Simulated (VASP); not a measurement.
# O (P-3m1) in VASP: single point with PBEsol

Aim: the single point of O with PBEsol.

Program: VASP 6.6.1. These are calculated values, not measurements. Logs are shortened: lines on timing, memory, paths and dates and some standing lists are left out, and cuts for length are marked.

## (1) The cell of the first run

The structure is trigonal, space group P-3m1 (No. 164). The conventional cell has a = 3.589 Å, b = 3.589 Å, c = 4.911 Å, α = 90.00°, β = 90.00°, γ = 120.00°. Within 4.1 Å of O (site symmetry 3m) lie 12 O at 3.10 to 3.59 Å.

## (2) Single point, PBEsol

Input file INCAR:

```
SYSTEM = O
PREC = Accurate ; ENCUT = 600
EDIFF = 1E-6 ; ISMEAR = -1
SIGMA = 0.1 ; LREAL = .FALSE.
LASPH = .TRUE. ; NELM = 120
ALGO = Normal ; ISIF = 2
LWAVE = .FALSE. ; LCHARG = .FALSE.
GGA = PS ; NBANDS = 13
GGA_COMPAT = .FALSE.
```

Input file KPOINTS:

```
Automatic mesh
0
G
  6 6 4
  0 0 0
```

Input file POSCAR:

```
O
1.0
    3.5890000000      0.0000000000      0.0000000000
   -1.7945000000      3.1081650000      0.0000000000
    0.0000000000      0.0000000000      4.9110000000
O
2
Direct
    0.3333333333      0.6666666667      0.7659000000
    0.6666666667      0.3333333333      0.2341000000
```

Potentials or basis: VASP PAW PBE potentials, release 64 (O).

The run is started by

```console
$ cat potpaw_PBE.64/O/POTCAR > POTCAR
$ mpirun -np 1 vasp_std > vasp.out
```

OUTCAR:

```text
SYSTEM = O
   PREC = Accurate
   ENCUT = 600
   EDIFF = 1E-6
   ISMEAR = -1
   LREAL = .FALSE.
   LASPH = .TRUE.
   NELM = 120
   ISIF = 2
   GGA = PS

 ion  position               nearest neighbor table
   1  0.333  0.667  0.766-
   2  0.667  0.333  0.234-

  LATTYP: Found a hexagonal cell.
 ALAT       =     3.5890000000
 C/A-ratio  =     1.3683477292

  Lattice vectors:

 A1 = (   3.5890000000,   0.0000000000,   0.0000000000)
 A2 = (  -1.7945000000,   3.1081650000,   0.0000000000)
 A3 = (   0.0000000000,   0.0000000000,   4.9110000000)

Analysis of symmetry for initial positions (statically):
=====================================================================
 Subroutine PRICEL returns:
 Original cell was already a primitive cell.

 Routine SETGRP: Setting up the symmetry group for a
 hexagonal supercell.

 Subroutine GETGRP returns: Found 12 space group operations
 (whereof 12 operations were pure point group operations)
 out of a pool of 24 trial point group operations.

The static configuration has the point symmetry D_3d.

Analysis of symmetry for dynamics (positions and initial velocities):
=====================================================================
 Subroutine PRICEL returns:
 Original cell was already a primitive cell.

 Routine SETGRP: Setting up the symmetry group for a
 hexagonal supercell.

 Subroutine GETGRP returns: Found 12 space group operations
 (whereof 12 operations were pure point group operations)
 out of a pool of 24 trial point group operations.

The dynamic configuration has the point symmetry D_3d.

 Subroutine INISYM returns: Found 12 space group operations
 (whereof 12 operations are pure point group operations),
 and found     1 'primitive' translations

----------------------------------------------------------------------------------------

                                     Primitive cell

  volume of cell :      54.7832

  direct lattice vectors                    reciprocal lattice vectors
     3.589000000  0.000000000  0.000000000     0.278629145  0.160866621  0.000000000
    -1.794500000  3.108165000  0.000000000     0.000000000  0.321733241  0.000000000
     0.000000000  0.000000000  4.911000000     0.000000000  0.000000000  0.203624516

  length of vectors
     3.589000000  3.588999849  4.911000000     0.321733228  0.321733241  0.203624516

  position of ions in fractional coordinates (direct lattice)
     0.333333333  0.666666667  0.765900000
     0.666666667  0.333333333  0.234100000

  ion indices of the primitive-cell ions
   primitive index   ion index
                 1           1
                 2           2

----------------------------------------------------------------------------------------

 KPOINTS: Automatic mesh

Automatic generation of k-mesh.
 Grid dimensions read from file:
 generate k-points for:    6    6    4

 Generating k-lattice:

  Cartesian coordinates                     Fractional coordinates (reciprocal lattice)
     0.046438191  0.026811103  0.000000000     0.166666667  0.000000000  0.000000000
     0.000000000  0.053622207  0.000000000     0.000000000  0.166666667  0.000000000
     0.000000000  0.000000000  0.050906129     0.000000000  0.000000000  0.250000000

  Length of vectors
     0.053622205  0.053622207  0.050906129

  Shift w.r.t. Gamma in fractional coordinates (k-lattice)
     0.000000000  0.000000000  0.000000000

 Subroutine IBZKPT returns following result:
 ===========================================

 Found     24 irreducible k-points:

 Following reciprocal coordinates:
            Coordinates               Weight
  0.000000  0.000000  0.000000      1.000000
  0.166667  0.000000  0.000000      6.000000
  0.333333  0.000000  0.000000      6.000000
  0.500000 -0.000000  0.000000      3.000000
  0.166667  0.166667  0.000000      6.000000
  0.333333  0.166667  0.000000     12.000000
[... 16 lines left out ...]
  0.333333  0.166667  0.500000     12.000000
  0.333333  0.333333  0.500000      2.000000
   k-points           NKPTS =     24   k-points in BZ     NKDIM =     24   number of bands    NBANDS=     13
   number of dos      NEDOS =    301   number of ions     NIONS =      2
   total plane-waves  NPLWV =  36000
   dimension x,y,z NGX =    30 NGY =   30 NGZ =   40
   dimension x,y,z NGXF=    60 NGYF=   60 NGZF=   80
   ions per type =               2
   NGX,Y,Z   is equivalent  to a cutoff of  13.90, 13.90, 13.54 a.u.
   NGXF,Y,Z  is equivalent  to a cutoff of  27.79, 27.79, 27.08 a.u.
 SYSTEM =  O
   PREC   = accura    normal or accurate (medium, high low for compatibility)
   ISTART =      0    job   : 0-new  1-cont  2-samecut
   ICHARG =      2    charge: 1-file 2-atom 10-const
   ISPIN  =      1    spin polarized calculation?
   LNONCOLLINEAR =      F non collinear calculations
   LSORBIT =      F    spin-orbit coupling
   LASPH  =      T    aspherical Exc in radial PAW
   ENCUT  =  600.0 eV  44.10 Ry    6.64 a.u.   7.17  7.17  9.81*2*pi/ulx,y,z
   NELM   =    120;   NELMIN=  2; NELMDL= -5     # of ELM steps
   EDIFF  = 0.1E-05   stopping-criterion for ELM
   LREAL  =      F    real-space projection
[... 7 lines left out ...]
   TEBEG  =    0.0;   TEEND  =   0.0 temperature during run
   PSTRESS=    0.0 pullay stress
   NELECT =      12.0000    total number of electrons
   NUPDOWN=      -1.0000    fix difference up-down
   EMIN   =  10.00;   EMAX   =-10.00  energy-range for DOS
   EFERMI =   0.00;   METHOD = LEGACY
   ISMEAR =    -1;   SIGMA  =   0.10  broadening in eV -4-tet -1-fermi 0-gaus
   EFERMI_NEDOS =   21; number of points for ismear=-14 and -15
   IALGO  =     38    algorithm
   IMIX   =      4    mixing-type and parameters
     AMIX     =   0.40;   BMIX     =  1.00
     AMIX_MAG =   1.60;   BMIX_MAG =  1.00
  volume/ion in A,a.u.               =      27.39       184.85
  Fermi-wavevector in a.u.,A,eV,Ry     =   0.986854  1.864883 13.250444  0.973880
  Thomas-Fermi vector in A             =   2.118265
   LORBIT       =      0    0 simple, 1 ext, 2 COOP (PROOUT), +10 PAW based schemes
   GGA     = PS    functional components
   LHFCALC =     F    Hartree Fock is set to
   AEXX    =    0.0000 exact exchange contribution
   IVDW    =     0    specifies the selected vdW correction
   LEPSILON=     F    determine dielectric tensor
   LRPA    =     F    only Hartree local field effects (RPA)
 non-spin polarized calculation
  energy-cutoff  :      600.00
  volume of cell :       54.78
 maximum number of plane-waves:      1860
 NGX is ok and might be reduce to    30
   NGX = 15   NGY = 15   NGZ = 19

 number of electron      11.9999998 magnetization

 Free energy of the ion-electron system (eV)
  ---------------------------------------------------
  ext. energy  EPLUGINS =         0.00000000
  ---------------------------------------------------
  free energy    TOTEN  =        -1.72132275 eV

  energy without entropy =       -1.33696521  energy(sigma->0) =       -1.52914398

 E-fermi :  -6.3402     XC(G=0):  -6.3220

 val. band max:       -6.3410856818   @ k =   0.3333   0.1667   0.0000
 cond. band min:      -6.3360838493   @ k =   0.3333   0.1667   0.2500
 fundamental gap:      0.0050018325
 Fermi energy:        -6.3401680919

 k-point     1 :       0.0000    0.0000    0.0000
  band No.  band energies     occupation
      1     -21.6859      2.00000
      2     -21.3005      2.00000
      3      -7.3251      1.99989
      4      -6.4017      1.29842
      5      -6.4017      1.29842
      6      -6.1447      0.24818
      7      -6.1447      0.24818
      8      -6.0066      0.06870
      9       2.0672      0.00000
     10       7.1289      0.00000
     11       8.2589      0.00000
     12      13.4975      0.00000
     13      13.4975      0.00000

 k-point     2 :       0.1667    0.0000    0.0000
  band No.  band energies     occupation
      1     -21.6418      2.00000
      2     -21.3019      2.00000
      3      -7.2284      1.99972
      4      -6.5700      1.81744
      5      -6.4670      1.56077
      6      -6.3174      0.88660
      7      -6.1420      0.24233
      8      -6.0565      0.11071
      9       2.6464      0.00000
     10       7.5758      0.00000
     11       8.3672      0.00000
     12      10.8887      0.00000
     13      13.4366      0.00000

 k-point     3 :       0.3333    0.0000    0.0000
  band No.  band energies     occupation
      1     -21.5392      2.00000
      2     -21.3181      2.00000
      3      -7.0098      1.99753
      4      -6.9128      1.99350
      5      -6.5800      1.83341
      6      -6.5745      1.82482
      7      -6.2109      0.43065
      8      -6.1523      0.26505
      9       4.1040      0.00000
     10       8.0552      0.00000
     11       8.5986      0.00000
     12       8.8836      0.00000
     13      11.9266      0.00000
[... 305 lines left out ...]
 k-point    23 :       0.3333    0.1667    0.5000
  band No.  band energies     occupation
      1     -21.4250      2.00000
      2     -21.3859      2.00000
      3      -7.1920      1.99960
      4      -7.1651      1.99948
      5      -6.6201      1.88531
      6      -6.4679      1.56394
      7      -6.1642      0.29365
      8      -6.1493      0.25834
      9       6.2947      0.00000
     10       6.6441      0.00000
     11       8.2462      0.00000
     12       8.5334      0.00000
     13      10.9682      0.00000

 k-point    24 :       0.3333    0.3333    0.5000
  band No.  band energies     occupation
      1     -21.3940      2.00000
      2     -21.3940      2.00000
      3      -7.1389      1.99932
      4      -7.1389      1.99932
      5      -6.7981      1.97969
      6      -6.6099      1.87373
      7      -6.1153      0.19092
      8      -6.1153      0.19092
      9       7.1908      0.00000
     10       7.3713      0.00000
     11       8.2013      0.00000
     12       8.2013      0.00000
     13       9.7163      0.00000

------------------------ aborting loop because EDIFF is reached ----------------------------------------

  FORCE on cell =-STRESS in cart. coord.  units (eV):
  Direction    XX          YY          ZZ          XY          YZ          ZX
  --------------------------------------------------------------------------------------
  -------------------------------------------------------------------------------------
  Total       -1.7363651     -1.7363649     -3.2945245     -0.0000000      0.0000000      0.0000000
  in kB      -50.7813430    -50.7813373    -96.3509195     -0.0000000      0.0000000      0.0000000
  external PRESSURE =     -65.9712000 kB  Pullay stress =       0.0000000 kB

 VOLUME and BASIS-vectors are now :
 -----------------------------------------------------------------------------
  energy-cutoff  :      600.00
  volume of cell :       54.78
      direct lattice vectors                 reciprocal lattice vectors
     3.589000000  0.000000000  0.000000000     0.278629145  0.160866621  0.000000000
    -1.794500000  3.108165000  0.000000000     0.000000000  0.321733241  0.000000000
     0.000000000  0.000000000  4.911000000     0.000000000  0.000000000  0.203624516

 POSITION                                       TOTAL-FORCE (eV/Angst)
 -----------------------------------------------------------------------------------
     -0.00000      2.07211      3.76133         0.000000     -0.000000      0.502152
      1.79450      1.03605      1.14967        -0.000000      0.000000     -0.502152
 -----------------------------------------------------------------------------------
    total drift:                                0.000000     -0.000000     -0.000000

  FREE ENERGIE OF THE ION-ELECTRON SYSTEM (eV)
  ---------------------------------------------------
  free  energy   TOTEN  =        -1.7213227540 eV

  energy  without entropy=       -1.3369652137  energy(sigma->0) =       -1.52914398
```

Run time: 28 s. Hardware: 1 thread of Intel Xeon 8259CL, shared host; peak memory 0.17 GiB.

Results:

```yaml
Free_energy: -1.7213 eV
Pressure: -6.6 GPa
Largest_force: 0.502 eV/Å
Band_gap_on_the_k_mesh: zero (bands 6 and 7 overlap by 0.36 eV)
```

Forces on the atoms (eV/Å):
```
O    0.000  0.000  0.502
O    0.000  0.000 -0.502
```

Levels at points of the mesh, in eV from the Fermi level:
```
           k point  band 2  band 3  band 4  band 5  band 6  band 7  band 8  band 9  band 10  band 11
(0.00, 0.00, 0.00)  -14.96   -0.98   -0.06   -0.06    0.20    0.20    0.33    8.41    13.47    14.60
(0.50, 0.00, 0.00)  -15.00   -0.77   -0.52   -0.29   -0.29   -0.02    0.18   12.18    12.53    15.18
(0.00, 0.00, 0.50)  -15.10   -0.48   -0.31    0.02    0.02    0.11    0.11   10.12    10.37    18.73
(0.50, 0.00, 0.50)  -15.05   -0.93   -0.88   -0.13    0.01    0.11    0.12   12.92    13.13    13.87
```

Caveat: the cell stands under tension; the PAW data sets were made with another functional, which shifts forces and pressure a little.
